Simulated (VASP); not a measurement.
# NaAl3 (I4/mmm) in VASP: a series of runs

NaAl3 is run at these levels: r2SCAN, PBE; tasks: single point.

Everything below comes from runs of VASP 6.6.1. Logs are shortened: lines on timing, memory, paths and dates and some standing lists are left out, and cuts for length are marked.

## Step 1: The cell of the first run

Symmetry: I4/mmm, No. 139, tetragonal system. Conventional cell: a = 4.375 Å, b = 4.375 Å, c = 7.960 Å, α = 90.00°, β = 90.00°, γ = 90.00°. Na (site symmetry 4/mmm) has 14 Al at 2.96 to 3.98 Å within 4.0 Å. Al (site symmetry -4m2) has 4 Na at 2.96 Å and 10 Al at 2.96 to 3.98 Å within 4.0 Å. Al (site symmetry 4/mmm) has 8 Al at 2.96 Å and 6 Na at 3.09 to 3.98 Å within 4.0 Å.

## Step 2: Single point, r2SCAN

File POSCAR:

```
NaAl3
1.0
   -2.1877210000      2.1877210000      3.9802060000
    2.1877210000     -2.1877210000      3.9802060000
    2.1877210000      2.1877210000     -3.9802060000
Na Al
1 3
Direct
    0.0000000000      0.0000000000      0.0000000000
    0.7500000000      0.2500000000      0.5000000000
    0.2500000000      0.7500000000      0.5000000000
    0.5000000000      0.5000000000      0.0000000000
```

File INCAR.step1:

```
SYSTEM = NaAl3
PREC = Accurate
ENCUT = 550
ISMEAR = 0
SIGMA = 0.1
LREAL = .False.
LASPH = .True.
NELM = 120
NBANDS = 16
GGA = PE
ALGO = Normal
EDIFF = 1E-5
LWAVE = .True.
LCHARG = .False.
GGA_COMPAT = .False.
```

File INCAR.step2:

```
SYSTEM = NaAl3
PREC = Accurate
ENCUT = 550
EDIFF = 1E-6
ISMEAR = 0
SIGMA = 0.1
LREAL = .False.
LASPH = .True.
NELM = 120
ALGO = Normal
ISIF = 2
LWAVE = .False.
LCHARG = .False.
METAGGA = R2SCAN
LMIXTAU = .True.
NBANDS = 16
ISTART = 1
GGA_COMPAT = .False.
```

File KPOINTS:

```
Automatic mesh
0
Gamma
  1 1 1
  0 0 0
```

Potentials or basis: VASP PAW PBE potentials, release 64 (Na_pv, Al).

The run is started by

```bash
> cat potpaw_PBE.64/Na_pv/POTCAR potpaw_PBE.64/Al/POTCAR > POTCAR
> cp INCAR.step1 INCAR
> mpirun -np 1 vasp_gam > vasp.out
> cp INCAR.step2 INCAR
> mpirun -np 1 vasp_gam > vasp.out
```

OUTCAR:

```text
SYSTEM = NaAl3
   PREC = Accurate
   ENCUT = 550
   EDIFF = 1E-6
   ISMEAR = 0
   LREAL = .False.
   LASPH = .True.
   NELM = 120
   ISIF = 2
   METAGGA = R2SCAN
   ISTART = 1

 ion  position               nearest neighbor table
   1  0.000  0.000  0.000-   2 2.96   3 2.96   2 2.96   3 2.96   2 2.96   3 2.96   2 2.96   3 2.96

   2  0.750  0.250  0.500-   4 2.96   1 2.96   1 2.96   4 2.96   1 2.96   4 2.96   4 2.96   1 2.96
                             3 3.09   3 3.09   3 3.09   3 3.09
   3  0.250  0.750  0.500-   1 2.96   4 2.96   1 2.96   4 2.96   1 2.96   4 2.96   1 2.96   4 2.96
                             2 3.09   2 3.09   2 3.09   2 3.09
   4  0.500  0.500  0.000-   3 2.96   2 2.96   2 2.96   3 2.96   2 2.96   3 2.96   3 2.96   2 2.96

  LATTYP: Found a body centered tetragonal cell.
 ALAT       =     4.3754420000
 C/A-ratio  =     1.8193389376

  Lattice vectors:

 A1 = (  -2.1877210000,   2.1877210000,   3.9802060000)
 A2 = (   2.1877210000,  -2.1877210000,   3.9802060000)
 A3 = (   2.1877210000,   2.1877210000,  -3.9802060000)

Analysis of symmetry for initial positions (statically):
=====================================================================
 Subroutine PRICEL returns:
 Original cell was already a primitive cell.

 Routine SETGRP: Setting up the symmetry group for a
 body centered tetragonal supercell.

 Subroutine GETGRP returns: Found 16 space group operations
 (whereof 16 operations were pure point group operations)
 out of a pool of 16 trial point group operations.

The static configuration has the point symmetry D_4h.

Analysis of symmetry for dynamics (positions and initial velocities):
=====================================================================
 Subroutine PRICEL returns:
 Original cell was already a primitive cell.

 Routine SETGRP: Setting up the symmetry group for a
 body centered tetragonal supercell.

 Subroutine GETGRP returns: Found 16 space group operations
 (whereof 16 operations were pure point group operations)
 out of a pool of 16 trial point group operations.

The dynamic configuration has the point symmetry D_4h.

 Subroutine INISYM returns: Found 16 space group operations
 (whereof 16 operations are pure point group operations),
 and found     1 'primitive' translations

----------------------------------------------------------------------------------------

                                     Primitive cell

  volume of cell :      76.1990

  direct lattice vectors                    reciprocal lattice vectors
    -2.187721000  2.187721000  3.980206000     0.000000000  0.228548339  0.125621639
     2.187721000 -2.187721000  3.980206000     0.228548339  0.000000000  0.125621639
     2.187721000  2.187721000 -3.980206000     0.228548339  0.228548339  0.000000000

  length of vectors
     5.041258390  5.041258390  5.041258390     0.260797123  0.260797123  0.323216160

  position of ions in fractional coordinates (direct lattice)
     0.000000000  0.000000000  0.000000000
     0.750000000  0.250000000  0.500000000
     0.250000000  0.750000000  0.500000000
     0.500000000  0.500000000  0.000000000

  ion indices of the primitive-cell ions
   primitive index   ion index
                 1           1
                 2           2
                 3           3
                 4           4

----------------------------------------------------------------------------------------

 KPOINTS: Automatic mesh

Automatic generation of k-mesh.
 Grid dimensions read from file:
 generate k-points for:    1    1    1

 Generating k-lattice:

  Cartesian coordinates                     Fractional coordinates (reciprocal lattice)
     0.000000000  0.228548339  0.125621639     1.000000000  0.000000000  0.000000000
     0.228548339  0.000000000  0.125621639     0.000000000  1.000000000  0.000000000
     0.228548339  0.228548339  0.000000000     0.000000000  0.000000000  1.000000000

  Length of vectors
     0.260797123  0.260797123  0.323216160

  Shift w.r.t. Gamma in fractional coordinates (k-lattice)
     0.000000000  0.000000000  0.000000000

 Subroutine IBZKPT returns following result:
 ===========================================

 Found      1 irreducible k-points:

 Following reciprocal coordinates:
            Coordinates               Weight
  0.000000  0.000000  0.000000      1.000000
   k-points           NKPTS =      1   k-points in BZ     NKDIM =      1   number of bands    NBANDS=     16
   number of dos      NEDOS =    301   number of ions     NIONS =      4
   total plane-waves  NPLWV =  64000
   dimension x,y,z NGX =    40 NGY =   40 NGZ =   40
   dimension x,y,z NGXF=    80 NGYF=   80 NGZF=   80
   ions per type =               1   3
   NGX,Y,Z   is equivalent  to a cutoff of  13.19, 13.19, 13.19 a.u.
   NGXF,Y,Z  is equivalent  to a cutoff of  26.38, 26.38, 26.38 a.u.
 SYSTEM =  NaAl3
   PREC   = accura    normal or accurate (medium, high low for compatibility)
   ISTART =      1    job   : 0-new  1-cont  2-samecut
   ICHARG =      0    charge: 1-file 2-atom 10-const
   ISPIN  =      1    spin polarized calculation?
   LNONCOLLINEAR =      F non collinear calculations
   LSORBIT =      F    spin-orbit coupling
   LASPH  =      T    aspherical Exc in radial PAW
   ENCUT  =  550.0 eV  40.42 Ry    6.36 a.u.   9.64  9.64  9.64*2*pi/ulx,y,z
   NELM   =    120;   NELMIN=  2; NELMDL=  0     # of ELM steps
   EDIFF  = 0.1E-05   stopping-criterion for ELM
   LREAL  =      F    real-space projection
[... 7 lines left out ...]
   TEBEG  =    0.0;   TEEND  =   0.0 temperature during run
   PSTRESS=    0.0 pullay stress
   NELECT =      16.0000    total number of electrons
   NUPDOWN=      -1.0000    fix difference up-down
   EMIN   =  10.00;   EMAX   =-10.00  energy-range for DOS
   EFERMI =   0.00;   METHOD = LEGACY
   ISMEAR =     0;   SIGMA  =   0.10  broadening in eV -4-tet -1-fermi 0-gaus
   EFERMI_NEDOS =   21; number of points for ismear=-14 and -15
   IALGO  =     38    algorithm
   IMIX   =      4    mixing-type and parameters
     AMIX     =   0.40;   BMIX     =  1.00
     AMIX_MAG =   1.60;   BMIX_MAG =  1.00
  volume/ion in A,a.u.               =      19.05       128.55
  Fermi-wavevector in a.u.,A,eV,Ry     =   0.973042  1.838783 12.882148  0.946811
  Thomas-Fermi vector in A             =   2.103390
   LORBIT       =      0    0 simple, 1 ext, 2 COOP (PROOUT), +10 PAW based schemes
   METAGGA = R2SCAN    functional components
   LHFCALC =     F    Hartree Fock is set to
   AEXX    =    0.0000 exact exchange contribution
   IVDW    =     0    specifies the selected vdW correction
   LEPSILON=     F    determine dielectric tensor
   LRPA    =     F    only Hartree local field effects (RPA)
 non-spin polarized calculation
 Gauss-broadening in eV      SIGMA  =   0.10
  energy-cutoff  :      550.00
  volume of cell :       76.20
 maximum number of plane-waves:      1142
 NGX is ok and might be reduce to    40
   NGX = 19   NGY = 19   NGZ = 19

 number of electron      16.0000004 magnetization

 Free energy of the ion-electron system (eV)
  ---------------------------------------------------
  ext. energy  EPLUGINS =         0.00000000
  ---------------------------------------------------
  free energy    TOTEN  =        -6.79857054 eV

  energy without entropy =       -6.70621215  energy(sigma->0) =       -6.75239134

 E-fermi :   5.8363     XC(G=0):  -9.8365

 val. band max:        5.7915839880   @ k =   0.0000   0.0000   0.0000
 cond. band min:       5.8810942663   @ k =   0.0000   0.0000   0.0000
 fundamental gap:      0.0895102783
 Fermi energy:         5.8363387412

 k-point     1 :       0.0000    0.0000    0.0000
  band No.  band energies     occupation
      1     -20.8770      2.00000
      2     -20.8770      2.00000
      3     -20.8377      2.00000
      4      -3.9848      2.00000
      5       4.3135      2.00000
      6       5.3521      2.00000
      7       5.3521      2.00000
      8       5.7916      1.47322
      9       5.8811      0.52677
     10       6.1641      0.00000
     11       6.1641      0.00000
     12       6.3903      0.00000
     13       8.3024      0.00000
     14       9.8595      0.00000
     15      11.2342      0.00000
     16      11.9681      0.00000

------------------------ aborting loop because EDIFF is reached ----------------------------------------

  FORCE on cell =-STRESS in cart. coord.  units (eV):
  Direction    XX          YY          ZZ          XY          YZ          ZX
  --------------------------------------------------------------------------------------
  -------------------------------------------------------------------------------------
  Total       -3.1594938     -3.1594938     16.0212102      0.0000000      0.0000000      0.0000000
  in kB      -66.4322074    -66.4322074    336.8654635      0.0000000      0.0000000      0.0000000
  external PRESSURE =      68.0003496 kB  Pullay stress =       0.0000000 kB

 VOLUME and BASIS-vectors are now :
 -----------------------------------------------------------------------------
  energy-cutoff  :      550.00
  volume of cell :       76.20
      direct lattice vectors                 reciprocal lattice vectors
    -2.187721000  2.187721000  3.980206000     0.000000000  0.228548339  0.125621639
     2.187721000 -2.187721000  3.980206000     0.228548339  0.000000000  0.125621639
     2.187721000  2.187721000 -3.980206000     0.228548339  0.228548339  0.000000000

 POSITION                                       TOTAL-FORCE (eV/Angst)
 -----------------------------------------------------------------------------------
      0.00000      0.00000      0.00000        -0.000000      0.000000     -0.000000
      0.00000      2.18772      1.99010         0.000000     -0.000000      0.000000
      2.18772      0.00000      1.99010        -0.000000     -0.000000     -0.000000
      0.00000      0.00000      3.98021        -0.000000      0.000000     -0.000000
 -----------------------------------------------------------------------------------
    total drift:                               -0.000000     -0.000000     -0.000000

  FREE ENERGIE OF THE ION-ELECTRON SYSTEM (eV)
  ---------------------------------------------------
  free  energy   TOTEN  =        -6.7985705380 eV

  energy  without entropy=       -6.7062121469  energy(sigma->0) =       -6.75239134
```

Wall time 23 s (1 thread of Intel Xeon Platinum 8375C at 2.90GHz (Ice Lake), shared host); peak memory 0.23 GiB.

Results:

- Free energy: -6.7986 eV
- Pressure: 6.8 GPa

Stress tensor (GPa, compression positive):
```
-6.64  0.00  0.00
 0.00 -6.64  0.00
 0.00  0.00 33.69
```

Caveat: the k points lie up to 1.64 Å⁻¹ apart; the PAW data sets were made with another functional, which shifts forces and pressure a little.

[end of part 1 of 2]
